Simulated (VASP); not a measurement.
# Ge (R-3m) in VASP: notebook

Ge is run at these levels: r2SCAN; tasks: single point.

All numbers are computed with VASP 6.6.1; they aren't measurements. Logs are shortened: lines on timing, memory, paths and dates and some standing lists are left out, and cuts for length are marked.

## 1. The cell of the first run

Symmetry: R-3m, No. 166, trigonal system. Conventional cell: a = 4.132 Å, b = 4.132 Å, c = 9.733 Å, α = 90.00°, β = 90.00°, γ = 120.00°. Ge (site symmetry 3m) has 4 Ge at 2.46 to 2.51 Å within 3.3 Å.

## 2. Single point, r2SCAN, non-collinear spin, zero start, spin-orbit coupling (epitaxial 111 strain +3.0%)

Contents of POSCAR:

```
Ge
1.0
   -0.0748217750      2.8471579424      2.8471579424
    2.8471579424     -0.0748217750      2.8471579424
    2.8471579424      2.8471579424     -0.0748217750
Ge
2
Direct
   -0.0015854870     -0.0015854870     -0.0015854870
    0.2515854870      0.2515854870      0.2515854870
```

Contents of INCAR.step1:

```
SYSTEM = Ge
PREC = Accurate
ENCUT = 520
ISMEAR = -1
SIGMA = 0.02
LREAL = .FALSE.
LASPH = .TRUE.
NELM = 150
MAGMOM = 0 0 0 0 0 0
LSORBIT = .TRUE.
GGA_COMPAT = .FALSE.
NBANDS = 40
GGA = PE
ALGO = Normal
EDIFF = 1E-4
LWAVE = .TRUE.
LCHARG = .FALSE.
```

Contents of INCAR.step2:

```
SYSTEM = Ge
PREC = Accurate
ENCUT = 520
EDIFF = 1E-6
ISMEAR = -1
SIGMA = 0.02
LREAL = .FALSE.
LASPH = .TRUE.
NELM = 150
ALGO = Normal
ISIF = 2
LWAVE = .FALSE.
LCHARG = .TRUE.
MAGMOM = 0 0 0 0 0 0
LORBIT = 11
LSORBIT = .TRUE.
GGA_COMPAT = .FALSE.
LORBMOM = .TRUE.
METAGGA = R2SCAN
LMIXTAU = .TRUE.
LVHAR = .TRUE.
NBANDS = 40
ISTART = 1
```

Contents of KPOINTS:

```
regular mesh
0
G
  8 8 8
  0 0 0
```

Potentials or basis: VASP PAW PBE potentials, release 64 (Ge_d).

On the command line:

```bash
$ cat potpaw_PBE.64/Ge_d/POTCAR > POTCAR
$ cp INCAR.step1 INCAR
$ mpirun -np 1 vasp_ncl > vasp.out
$ cp INCAR.step2 INCAR
$ mpirun -np 1 vasp_ncl > vasp.out
```

OUTCAR:

```text
SYSTEM = Ge
   PREC = Accurate
   ENCUT = 520
   EDIFF = 1E-6
   ISMEAR = -1
   LREAL = .FALSE.
   LASPH = .TRUE.
   NELM = 150
   ISIF = 2
   LORBIT = 11
   LSORBIT = .TRUE.
   METAGGA = R2SCAN
   ISTART = 1

 ion  position               nearest neighbor table
   1  0.998  0.998  0.998-   2 2.46   2 2.51   2 2.51   2 2.51
   2  0.252  0.252  0.252-   1 2.46   1 2.51   1 2.51   1 2.51

  LATTYP: Found a trigonal (rhomboedric) cell.
 ALAT       =     4.0271844999
 COS(alpha) =     0.4735570178

  Lattice vectors:

 A1 = (  -0.0748217750,   2.8471579424,   2.8471579424)
 A2 = (   2.8471579424,  -0.0748217750,   2.8471579424)
 A3 = (   2.8471579424,   2.8471579424,  -0.0748217750)

Analysis of symmetry for initial positions (statically):
=====================================================================
 Subroutine PRICEL returns:
 Original cell was already a primitive cell.

 Routine SETGRP: Setting up the symmetry group for a
 trigonal (rhombohedral) supercell.

 Subroutine GETGRP returns: Found 12 space group operations
 (whereof  6 operations were pure point group operations)
 out of a pool of 12 trial point group operations.

The static configuration has the point symmetry C_3v.
 The point group associated with its full space group is D_3d.

Analysis of symmetry for dynamics (positions and initial velocities):
=====================================================================
 Subroutine PRICEL returns:
 Original cell was already a primitive cell.

 Routine SETGRP: Setting up the symmetry group for a
 trigonal (rhombohedral) supercell.

 Subroutine GETGRP returns: Found 12 space group operations
 (whereof  6 operations were pure point group operations)
 out of a pool of 12 trial point group operations.

The dynamic configuration has the point symmetry C_3v.
 The point group associated with its full space group is D_3d.

Analysis of structural, dynamic, and magnetic symmetry:
=====================================================================
 Subroutine PRICEL returns:
 Original cell was already a primitive cell.

 Routine SETGRP: Setting up the symmetry group for a
 trigonal (rhombohedral) supercell.

 Subroutine GETGRP returns: Found 12 space group operations
 (whereof  6 operations were pure point group operations)
 out of a pool of 12 trial point group operations.

The overall configuration has the point symmetry C_3v.
 The point group associated with its full space group is D_3d.

 Subroutine INISYM returns: Found 12 space group operations
 (whereof  6 operations are pure point group operations),
 and found     1 'primitive' translations

----------------------------------------------------------------------------------------

                                     Primitive cell

  volume of cell :      47.9790

  direct lattice vectors                    reciprocal lattice vectors
    -0.074821775  2.847157942  2.847157942    -0.168838495  0.173395229  0.173395229
     2.847157942 -0.074821775  2.847157942     0.173395229 -0.168838495  0.173395229
     2.847157942  2.847157942 -0.074821775     0.173395229  0.173395229 -0.168838495

  length of vectors
     4.027184500  4.027184500  4.027184500     0.297721763  0.297721763  0.297721763

  position of ions in fractional coordinates (direct lattice)
     0.998414513  0.998414513  0.998414513
     0.251585487  0.251585487  0.251585487

  ion indices of the primitive-cell ions
   primitive index   ion index
                 1           1
                 2           2

----------------------------------------------------------------------------------------

 KPOINTS: regular mesh

Automatic generation of k-mesh.
 Grid dimensions read from file:
 generate k-points for:    8    8    8

 Generating k-lattice:

  Cartesian coordinates                     Fractional coordinates (reciprocal lattice)
    -0.021104812  0.021674404  0.021674404     0.125000000  0.000000000  0.000000000
     0.021674404 -0.021104812  0.021674404     0.000000000  0.125000000  0.000000000
     0.021674404  0.021674404 -0.021104812     0.000000000  0.000000000  0.125000000

  Length of vectors
     0.037215220  0.037215220  0.037215220

  Shift w.r.t. Gamma in fractional coordinates (k-lattice)
     0.000000000  0.000000000  0.000000000

 Subroutine IBZKPT returns following result:
 ===========================================

 Found     65 irreducible k-points:

 Following reciprocal coordinates:
            Coordinates               Weight
  0.000000  0.000000  0.000000      1.000000
  0.125000  0.000000  0.000000      6.000000
  0.250000  0.000000  0.000000      6.000000
  0.375000 -0.000000 -0.000000      6.000000
  0.500000  0.000000  0.000000      3.000000
  0.125000  0.125000 -0.000000      6.000000
[... 16 lines left out ...]
  0.250000  0.125000  0.125000      6.000000
  0.375000  0.125000  0.125000      6.000000
[... 33 lines left out ...]
   EFERMI =   0.00;   METHOD = LEGACY
   ISMEAR =    -1;   SIGMA  =   0.02  broadening in eV -4-tet -1-fermi 0-gaus
   EFERMI_NEDOS =   21; number of points for ismear=-14 and -15
   IALGO  =     38    algorithm
   IMIX   =      4    mixing-type and parameters
     AMIX     =   0.40;   BMIX     =  1.00
     AMIX_MAG =   1.60;   BMIX_MAG =  1.00
  volume/ion in A,a.u.               =      23.99       161.89
  Fermi-wavevector in a.u.,A,eV,Ry     =   1.368076  2.585289 25.465108  1.871633
  Thomas-Fermi vector in A             =   2.494072
   LORBIT       =     11    0 simple, 1 ext, 2 COOP (PROOUT), +10 PAW based schemes
   METAGGA = R2SCAN    functional components
   LHFCALC =     F    Hartree Fock is set to
   AEXX    =    0.0000 exact exchange contribution
   IVDW    =     0    specifies the selected vdW correction
   LEPSILON=     F    determine dielectric tensor
   LRPA    =     F    only Hartree local field effects (RPA)
  energy-cutoff  :      520.00
  volume of cell :       47.98
 maximum number of plane-waves:      2616
 NGX is ok and might be reduce to    30
   NGX = 15   NGY = 15   NGZ = 15

 number of electron      27.9999977 magnetization      -0.0000000      0.0000000      0.0000000

 number of electron      27.9999977 magnetization      -0.0000000     -0.0000000      0.0000000

 Free energy of the ion-electron system (eV)
  ---------------------------------------------------
  ext. energy  EPLUGINS =         0.00000000
  ---------------------------------------------------
  free energy    TOTEN  =       -27.71407699 eV

  energy without entropy =      -27.71399692  energy(sigma->0) =      -27.71403696

 E-fermi :   4.1855     XC(G=0): -10.5199

 val. band max:        4.1091272356   @ k =   0.5000   0.5000   0.5000
 cond. band min:       4.2510800508   @ k =   0.3750   0.3750   0.3750
 fundamental gap:      0.1419528152
 Fermi energy:         4.1855119605

 k-point     1 :       0.0000    0.0000    0.0000
  band No.  band energies     occupation
      1     -21.4459      1.00000
      2     -21.4459      1.00000
      3     -21.4440      1.00000
      4     -21.4440      1.00000
      5     -21.3886      1.00000
      6     -21.3886      1.00000
[... 1021 lines left out ...]
     39      13.8697      0.00000
     40      13.8697      0.00000

 [... further k-points ...]

------------------------ aborting loop because EDIFF is reached ----------------------------------------

  FORCE on cell =-STRESS in cart. coord.  units (eV):
  Direction    XX          YY          ZZ          XY          YZ          ZX
  --------------------------------------------------------------------------------------
  -------------------------------------------------------------------------------------
  Total       -0.8860112     -0.8860112     -0.8860112      0.4400887      0.4400887      0.4400887
  in kB      -29.5868132    -29.5868132    -29.5868132     14.6959999     14.6959999     14.6959999
  external PRESSURE =     -29.5868132 kB  Pullay stress =       0.0000000 kB

 VOLUME and BASIS-vectors are now :
 -----------------------------------------------------------------------------
  energy-cutoff  :      520.00
  volume of cell :       47.98
      direct lattice vectors                 reciprocal lattice vectors
    -0.074821775  2.847157942  2.847157942    -0.168838495  0.173395229  0.173395229
     2.847157942 -0.074821775  2.847157942     0.173395229 -0.168838495  0.173395229
     2.847157942  2.847157942 -0.074821775     0.173395229  0.173395229 -0.168838495

 POSITION                                       TOTAL-FORCE (eV/Angst)
 -----------------------------------------------------------------------------------
      5.61058      5.61058      5.61058        -0.002291     -0.002291     -0.002291
      1.41378      1.41378      1.41378         0.002291      0.002291      0.002291
 -----------------------------------------------------------------------------------
    total drift:                                0.000000      0.000000      0.000000

  FREE ENERGIE OF THE ION-ELECTRON SYSTEM (eV)
  ---------------------------------------------------
  free  energy   TOTEN  =       -27.7140769894 eV

  energy  without entropy=      -27.7139969232  energy(sigma->0) =      -27.71403696

 orbital moment (x)

 # of ion     p       d       tot
 ----------------------------------------
  1        -0.000  -0.000  -0.000
  2        -0.000  -0.000  -0.000
 ----------------------------------------
           -0.000  -0.000  -0.000

 orbital moment (y)

 # of ion     p       d       tot
 ----------------------------------------
  1         0.000   0.000   0.000
  2         0.000   0.000   0.000
 ----------------------------------------
            0.000   0.000   0.000

 orbital moment (z)

 # of ion     p       d       tot
 ----------------------------------------
  1         0.000  -0.000  -0.000
  2         0.000   0.000   0.000
 ----------------------------------------
            0.000   0.000   0.000

 Spin-Orbit-Coupling matrix elements

 Ion:    1  E_soc:     -0.0175768
 l=   1
     0.0000000    -0.0020109    -0.0020109
    -0.0020109     0.0000000    -0.0020109
    -0.0020109    -0.0020109     0.0000000
 l=   2
     0.0000000    -0.0001831     0.0000000    -0.0001831    -0.0007355
    -0.0001831     0.0000000    -0.0005516    -0.0001831    -0.0001839
     0.0000000    -0.0005516     0.0000000    -0.0005516     0.0000000
    -0.0001831    -0.0001831    -0.0005516     0.0000000    -0.0001839
    -0.0007355    -0.0001839     0.0000000    -0.0001839     0.0000000
 l=   3
     0.0000000     0.0000000     0.0000000     0.0000000     0.0000000     0.0000000     0.0000000
     0.0000000     0.0000000     0.0000000     0.0000000     0.0000000     0.0000000     0.0000000
     0.0000000     0.0000000     0.0000000     0.0000000     0.0000000     0.0000000     0.0000000
     0.0000000     0.0000000     0.0000000     0.0000000     0.0000000     0.0000000     0.0000000
     0.0000000     0.0000000     0.0000000     0.0000000     0.0000000     0.0000000     0.0000000
     0.0000000     0.0000000     0.0000000     0.0000000     0.0000000     0.0000000     0.0000000
     0.0000000     0.0000000     0.0000000     0.0000000     0.0000000     0.0000000     0.0000000

 Ion:    2  E_soc:     -0.0175768
 l=   1
     0.0000000    -0.0020109    -0.0020109
    -0.0020109     0.0000000    -0.0020109
    -0.0020109    -0.0020109     0.0000000
 l=   2
     0.0000000    -0.0001831     0.0000000    -0.0001831    -0.0007355
    -0.0001831     0.0000000    -0.0005516    -0.0001831    -0.0001839
     0.0000000    -0.0005516     0.0000000    -0.0005516     0.0000000
    -0.0001831    -0.0001831    -0.0005516     0.0000000    -0.0001839
    -0.0007355    -0.0001839     0.0000000    -0.0001839     0.0000000
 l=   3
     0.0000000     0.0000000     0.0000000     0.0000000     0.0000000     0.0000000     0.0000000
     0.0000000     0.0000000     0.0000000     0.0000000     0.0000000     0.0000000     0.0000000
     0.0000000     0.0000000     0.0000000     0.0000000     0.0000000     0.0000000     0.0000000
     0.0000000     0.0000000     0.0000000     0.0000000     0.0000000     0.0000000     0.0000000
     0.0000000     0.0000000     0.0000000     0.0000000     0.0000000     0.0000000     0.0000000
     0.0000000     0.0000000     0.0000000     0.0000000     0.0000000     0.0000000     0.0000000
     0.0000000     0.0000000     0.0000000     0.0000000     0.0000000     0.0000000     0.0000000

 total charge

# of ion       s       p       d       tot
------------------------------------------
    1        1.110   1.232  10.014  12.355
    2        1.110   1.232  10.014  12.355
--------------------------------------------------
tot          2.219   2.463  20.028  24.710

 magnetization (x)

# of ion       s       p       d       tot
------------------------------------------
    1        0.000   0.000   0.000   0.000
    2        0.000  -0.000   0.000  -0.000
--------------------------------------------------
tot          0.000   0.000   0.000   0.000

 magnetization (y)

# of ion       s       p       d       tot
------------------------------------------
    1       -0.000   0.000   0.000   0.000
    2       -0.000   0.000   0.000   0.000
--------------------------------------------------
tot         -0.000   0.000   0.000   0.000

 magnetization (z)

# of ion       s       p       d       tot
------------------------------------------
    1        0.000  -0.000   0.000  -0.000
    2       -0.000  -0.000   0.000  -0.000
--------------------------------------------------
tot         -0.000  -0.000   0.000  -0.000
```

Run time: 12 min. Hardware: 1 thread of Intel Xeon 6975P-C (Granite Rapids), shared host; peak memory 0.44 GiB.

Results:

```yaml
Free_energy: -27.7141 eV
Pressure: -3.0 GPa
Largest_force: 0.004 eV/Å
Net_moment: 0.00 μB per cell
Valence_electrons_inside_the_program's_atomic_spheres: Ge 12.36
```

Forces on the atoms (eV/Å):
```
Ge  -0.002 -0.002 -0.002
Ge   0.002  0.002  0.002
```

Stress tensor (GPa, compression positive):
```
-2.96  1.47  1.47
 1.47 -2.96  1.47
 1.47  1.47 -2.96
```

Moments on the atoms (μB; x, y, z):
```
Ge  0.00 0.00 0.00
Ge  0.00 0.00 0.00
```

Caveat: the cell differs from its parent crystal (epitaxial 111 strain +3.0%); the PAW data sets were made with another functional, which shifts forces and pressure a little.

(Continued in part 2 of 2.)
